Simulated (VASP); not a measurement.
# SiC (I-4m2) in VASP: notebook

The runs below take SiC through single point, with PBE.

All numbers are computed with VASP 6.6.1; they aren't measurements. Logs are shortened: lines on timing, memory, paths and dates and some standing lists are left out, and cuts for length are marked.

### 1 The cell of the first run

The structure is tetragonal, space group I-4m2 (No. 119). The conventional cell has a = 2.705 Å, b = 2.705 Å, c = 5.739 Å, α = 90.00°, β = 90.00°, γ = 90.00°. Si (site symmetry -4m2) has 4 C at 1.97 Å within 2.6 Å. C (site symmetry -4m2) has 4 Si at 1.97 Å within 2.6 Å.

### 2 Single point, PBE

File INCAR:

```
ALGO = Normal
EDIFF = 1E-6
ENCUT = 520
GGA = PE
ISIF = 2
ISMEAR = 0
LASPH = T
LCHARG = T
LELF = T
LREAL = F
LVHAR = T
LWAVE = F
NBANDS = 11
NELM = 80
PREC = Accurate
SIGMA = 0.05
```

File KPOINTS:

```
k-points
0
Gamma
  12 12 12
```

File POSCAR:

```
SiC
1.0
    0.0000000000      1.9130224918      2.8695337377
    1.9130224918      0.0000000000      2.8695337377
    1.9130224918      1.9130224918      0.0000000000
Si C
1 1
Direct
    0.0000000000      0.0000000000      0.0000000000
    0.7500000000      0.7500000000      0.7500000000
```

Potentials or basis: VASP PAW PBE potentials, release 64 (Si, C).

The run is started by

```bash
$ cat potpaw_PBE.64/Si/POTCAR potpaw_PBE.64/C/POTCAR > POTCAR
$ mpirun -np 1 vasp_std > vasp.out
```

OUTCAR:

```text
EDIFF = 1E-6
   ENCUT = 520
   GGA = PE
   ISIF = 2
   ISMEAR = 0
   LASPH = T
   LREAL = F
   NELM = 80
   PREC = Accurate

 ion  position               nearest neighbor table
   1  0.000  0.000  0.000-   2 1.97   2 1.97   2 1.97   2 1.97
   2  0.750  0.750  0.750-   1 1.97   1 1.97   1 1.97   1 1.97

  LATTYP: Found a body centered tetragonal cell.
 ALAT       =     2.7054223530
 C/A-ratio  =     2.1213203436

  Lattice vectors:

 A1 = (  -1.9130224918,   0.0000000000,   2.8695337377)
 A2 = (   1.9130224918,   0.0000000000,   2.8695337377)
 A3 = (   0.0000000000,   1.9130224918,  -2.8695337377)

Analysis of symmetry for initial positions (statically):
=====================================================================
 Subroutine PRICEL returns:
 Original cell was already a primitive cell.

 Routine SETGRP: Setting up the symmetry group for a
 body centered tetragonal supercell.

 Subroutine GETGRP returns: Found  8 space group operations
 (whereof  8 operations were pure point group operations)
 out of a pool of 16 trial point group operations.

The static configuration has the point symmetry D_2d.

Analysis of symmetry for dynamics (positions and initial velocities):
=====================================================================
 Subroutine PRICEL returns:
 Original cell was already a primitive cell.

 Routine SETGRP: Setting up the symmetry group for a
 body centered tetragonal supercell.

 Subroutine GETGRP returns: Found  8 space group operations
 (whereof  8 operations were pure point group operations)
 out of a pool of 16 trial point group operations.

The dynamic configuration has the point symmetry D_2d.

 Subroutine INISYM returns: Found  8 space group operations
 (whereof  8 operations are pure point group operations),
 and found     1 'primitive' translations

----------------------------------------------------------------------------------------

                                     Primitive cell

  volume of cell :      21.0030

  direct lattice vectors                    reciprocal lattice vectors
     0.000000000  1.913022492  2.869533738    -0.261366504  0.261366504  0.174244336
     1.913022492  0.000000000  2.869533738     0.261366504 -0.261366504  0.174244336
     1.913022492  1.913022492  0.000000000     0.261366504  0.261366504 -0.174244336

  length of vectors
     3.448750343  3.448750343  2.705422353     0.408639189  0.408639189  0.408639189

  position of ions in fractional coordinates (direct lattice)
     0.000000000  0.000000000  0.000000000
     0.750000000  0.750000000  0.750000000

  ion indices of the primitive-cell ions
   primitive index   ion index
                 1           1
                 2           2

----------------------------------------------------------------------------------------

 KPOINTS: k-points

Automatic generation of k-mesh.
 Grid dimensions read from file:
 generate k-points for:   12   12   12

 Generating k-lattice:

  Cartesian coordinates                     Fractional coordinates (reciprocal lattice)
    -0.021780542  0.021780542  0.014520361     0.083333333  0.000000000  0.000000000
     0.021780542 -0.021780542  0.014520361     0.000000000  0.083333333  0.000000000
     0.021780542  0.021780542 -0.014520361    -0.000000000 -0.000000000  0.083333333

  Length of vectors
     0.034053266  0.034053266  0.034053266

  Shift w.r.t. Gamma in fractional coordinates (k-lattice)
     0.000000000  0.000000000  0.000000000

 Subroutine IBZKPT returns following result:
 ===========================================

 Found    163 irreducible k-points:

 Following reciprocal coordinates:
            Coordinates               Weight
  0.000000  0.000000  0.000000      1.000000
  0.083333  0.000000  0.000000      8.000000
  0.166667  0.000000  0.000000      8.000000
  0.250000  0.000000  0.000000      8.000000
  0.333333 -0.000000  0.000000      8.000000
  0.416667  0.000000  0.000000      8.000000
[... 16 lines left out ...]
  0.500000  0.166667  0.000000      8.000000
 -0.416667  0.166667  0.000000      8.000000
 [... further k-points ...]
   k-points           NKPTS =    163   k-points in BZ     NKDIM =    163   number of bands    NBANDS=     11
   number of dos      NEDOS =    301   number of ions     NIONS =      2
   total plane-waves  NPLWV =  15680
   dimension x,y,z NGX =    28 NGY =   28 NGZ =   20
   dimension x,y,z NGXF=    56 NGYF=   56 NGZF=   40
   ions per type =               1   1
   NGX,Y,Z   is equivalent  to a cutoff of  13.50, 13.50, 12.29 a.u.
   NGXF,Y,Z  is equivalent  to a cutoff of  26.99, 26.99, 24.58 a.u.
 SYSTEM =  unknown system
   PREC   = accura    normal or accurate (medium, high low for compatibility)
   ISTART =      0    job   : 0-new  1-cont  2-samecut
   ICHARG =      2    charge: 1-file 2-atom 10-const
   ISPIN  =      1    spin polarized calculation?
   LNONCOLLINEAR =      F non collinear calculations
   LSORBIT =      F    spin-orbit coupling
   LASPH  =      T    aspherical Exc in radial PAW
   ENCUT  =  520.0 eV  38.22 Ry    6.18 a.u.   6.41  6.41  5.03*2*pi/ulx,y,z
   NELM   =     80;   NELMIN=  2; NELMDL= -5     # of ELM steps
   EDIFF  = 0.1E-05   stopping-criterion for ELM
   LREAL  =      F    real-space projection
   EDIFFG = 0.1E-04   stopping-criterion for IOM
   NSW    =      0    number of steps for IOM
   IBRION =     -1    ionic relax: 0-MD 1-quasi-New 2-CG
   NFREE  =      0    steps in history (QN), initial steepest desc. (CG)
   ISIF   =      2    stress and relaxation
   ISYM   =      2    0-nonsym 1-usesym 2-fastsym
   POTIM  = 0.5000    time-step for ionic-motion
   TEBEG  =    0.0;   TEEND  =   0.0 temperature during run
   PSTRESS=    0.0 pullay stress
   NELECT =       8.0000    total number of electrons
   NUPDOWN=      -1.0000    fix difference up-down
   EMIN   =  10.00;   EMAX   =-10.00  energy-range for DOS
   EFERMI =   0.00;   METHOD = LEGACY
   ISMEAR =     0;   SIGMA  =   0.05  broadening in eV -4-tet -1-fermi 0-gaus
   EFERMI_NEDOS =   21; number of points for ismear=-14 and -15
   IALGO  =     38    algorithm
   IMIX   =      4    mixing-type and parameters
     AMIX     =   0.40;   BMIX     =  1.00
     AMIX_MAG =   1.60;   BMIX_MAG =  1.00
  volume/ion in A,a.u.               =      10.50        70.87
  Fermi-wavevector in a.u.,A,eV,Ry     =   1.186709  2.242555 19.160797  1.408279
  Thomas-Fermi vector in A             =   2.322876
   LORBIT       =      0    0 simple, 1 ext, 2 COOP (PROOUT), +10 PAW based schemes
   GGA     = PE    functional components
   LHFCALC =     F    Hartree Fock is set to
   AEXX    =    0.0000 exact exchange contribution
   IVDW    =     0    specifies the selected vdW correction
   LEPSILON=     F    determine dielectric tensor
   LRPA    =     F    only Hartree local field effects (RPA)
 non-spin polarized calculation
 Gauss-broadening in eV      SIGMA  =   0.05
  energy-cutoff  :      520.00
  volume of cell :       21.00
 maximum number of plane-waves:       588
 NGX is ok and might be reduce to    28

 number of electron       8.0000000 magnetization

 Free energy of the ion-electron system (eV)
  ---------------------------------------------------
  ext. energy  EPLUGINS =         0.00000000
  ---------------------------------------------------
  free energy    TOTEN  =       -12.45119149 eV

  energy without entropy =      -12.44917941  energy(sigma->0) =      -12.45018545

 E-fermi :   9.6047     XC(G=0): -11.4923

 val. band max:        9.5980124658   @ k =   0.2500   0.0833   0.0000
 cond. band min:       9.6154665713   @ k =   0.1667   0.0833   0.0000
 fundamental gap:      0.0174541055
 Fermi energy:         9.6047156704

 k-point     1 :       0.0000    0.0000    0.0000
  band No.  band energies     occupation
      1      -7.2458      2.00000
      2       5.1131      2.00000
      3       9.8614      0.00000
      4       9.8614      0.00000
      5       9.9110      0.00000
      6      15.2664      0.00000
      7      15.9402      0.00000
      8      15.9402      0.00000
      9      19.0767      0.00000
     10      21.1908      0.00000
     11      24.3786      0.00000

 k-point     2 :       0.0833    0.0000    0.0000
  band No.  band energies     occupation
      1      -7.0994      2.00000
      2       4.9062      2.00000
      3       9.0250      2.00000
      4       9.8711      0.00000
      5      10.3764      0.00000
      6      14.0166      0.00000
      7      16.1266      0.00000
      8      16.9571      0.00000
      9      19.4692      0.00000
     10      21.7785      0.00000
     11      25.0618      0.00000

 k-point     3 :       0.1667    0.0000    0.0000
  band No.  band energies     occupation
      1      -6.6642      2.00000
      2       4.3659      2.00000
      3       7.5487      2.00000
      4       9.9061      0.00000
      5      10.5971      0.00000
      6      13.1922      0.00000
      7      16.6505      0.00000
      8      17.6480      0.00000
      9      20.5699      0.00000
     10      23.1321      0.00000
     11      25.9071      0.00000
[... 267 lines left out ...]
 k-point    23 :       0.5000    0.1667    0.0000
  band No.  band energies     occupation
      1      -3.8989      2.00000
      2       0.4024      2.00000
      3       3.2055      2.00000
      4       9.6199      0.66793
      5      11.3689      0.00000
      6      16.2189      0.00000
      7      18.7642      0.00000
      8      19.4788      0.00000
      9      23.1571      0.00000
     10      24.8958      0.00000
     11      25.0245      0.00000

 k-point    24 :      -0.4167    0.1667    0.0000
  band No.  band energies     occupation
      1      -3.1149      2.00000
      2      -0.0526      2.00000
      3       2.6680      2.00000
      4       9.9124      0.00000
      5      10.8933      0.00000
      6      16.0149      0.00000
      7      18.6996      0.00000
      8      19.4065      0.00000
      9      23.6647      0.00000
     10      23.9392      0.00000
     11      24.2222      0.00000

 [... further k-points ...]

------------------------ aborting loop because EDIFF is reached ----------------------------------------

  FORCE on cell =-STRESS in cart. coord.  units (eV):
  Direction    XX          YY          ZZ          XY          YZ          ZX
  --------------------------------------------------------------------------------------
  -------------------------------------------------------------------------------------
  Total        5.0011353      5.0011353    -10.5973145      0.0000000     -0.0000000     -0.0000000
  in kB      381.5027786    381.5027786   -808.3974239      0.0000000     -0.0000000     -0.0000000
  external PRESSURE =     -15.1306222 kB  Pullay stress =       0.0000000 kB

 VOLUME and BASIS-vectors are now :
 -----------------------------------------------------------------------------
  energy-cutoff  :      520.00
  volume of cell :       21.00
      direct lattice vectors                 reciprocal lattice vectors
     0.000000000  1.913022492  2.869533738    -0.261366504  0.261366504  0.174244336
     1.913022492  0.000000000  2.869533738     0.261366504 -0.261366504  0.174244336
     1.913022492  1.913022492  0.000000000     0.261366504  0.261366504 -0.174244336

 POSITION                                       TOTAL-FORCE (eV/Angst)
 -----------------------------------------------------------------------------------
      0.00000      0.00000      0.00000         0.000000      0.000000      0.000000
      2.86953      2.86953      4.30430        -0.000000     -0.000000     -0.000000
 -----------------------------------------------------------------------------------
    total drift:                                0.000000      0.000000     -0.000000

  FREE ENERGIE OF THE ION-ELECTRON SYSTEM (eV)
  ---------------------------------------------------
  free  energy   TOTEN  =       -12.4511914917 eV

  energy  without entropy=      -12.4491794079  energy(sigma->0) =      -12.45018545
```

Run time: 13 s. Hardware: 1 thread of Intel Xeon 6975P-C (Granite Rapids), shared host; peak memory 0.16 GiB.

Results:

```
Free energy            : -12.4512 eV
Pressure               : -1.5 GPa
Band gap on the k mesh : zero (band 4 reaches 10.33 eV, above the bottom of band 5 at 8.86 eV)
```

Stress tensor (GPa, compression positive):
```
 38.15   0.00   0.00
  0.00  38.15   0.00
  0.00   0.00 -80.84
```

### 3 Single point, PBE

This run uses another cell than the first one, of the same volume but with other edges.

File INCAR:

```
PREC = Accurate
ENCUT = 520
EDIFF = 1E-6
ISMEAR = 0
SIGMA = 0.05
LREAL = False
LASPH = True
NELM = 80
ALGO = Normal
ISIF = 2
LWAVE = False
LCHARG = False
GGA = PE
NBANDS = 11
```

File KPOINTS:

```
regular mesh
0
Gamma
  12 12 12
```

File POSCAR:

```
SiC
1.0
    0.0000000000      2.2198659591      2.1310713207
    2.2198659591      0.0000000000      2.1310713207
    2.2198659591      2.2198659591      0.0000000000
Si C
1 1
Direct
    0.0000000000      0.0000000000      0.0000000000
    0.7500000000      0.7500000000      0.7500000000
```

Potentials or basis: VASP PAW PBE potentials, release 64 (Si, C).

The run is started by

```bash
$ cat potpaw_PBE.64/Si/POTCAR potpaw_PBE.64/C/POTCAR > POTCAR
$ mpirun -np 1 vasp_std > vasp.out
```

It took 8.6 s on 1 thread of Intel Xeon 6975P-C (Granite Rapids), shared host; peak memory 0.15 GiB.

Results (log left out):

| Quantity | Value |
| --- | --- |
| Free energy | -15.0433 eV |
| Pressure | -0.2 GPa |
| Band gap on the k mesh | 0.96 eV, indirect (least direct gap 4.48 eV) |

Stress tensor (GPa, compression positive):
```
-3.38  0.00  0.00
 0.00 -3.38  0.00
 0.00  0.00  6.24
```

Levels at points of the mesh, in eV from the valence-band top:
```csv
k point,band 1,band 2,band 3,band 4,band 5,band 6,band 7,band 8
"(0.00, 0.00, 0.00)",-15.46,-0.26,-0.26,0.00,5.87,6.96,7.07,7.07
"(0.50, 0.00, 0.00)",-11.95,-8.63,-1.46,-0.99,5.00,6.70,7.42,9.82
"(0.50, 0.50, 0.00)",-10.31,-7.59,-3.61,-3.61,0.96,3.62,13.57,13.57
"(0.50, 0.00, 0.50)",-10.62,-8.09,-3.21,-3.15,1.33,4.33,13.11,14.15
```
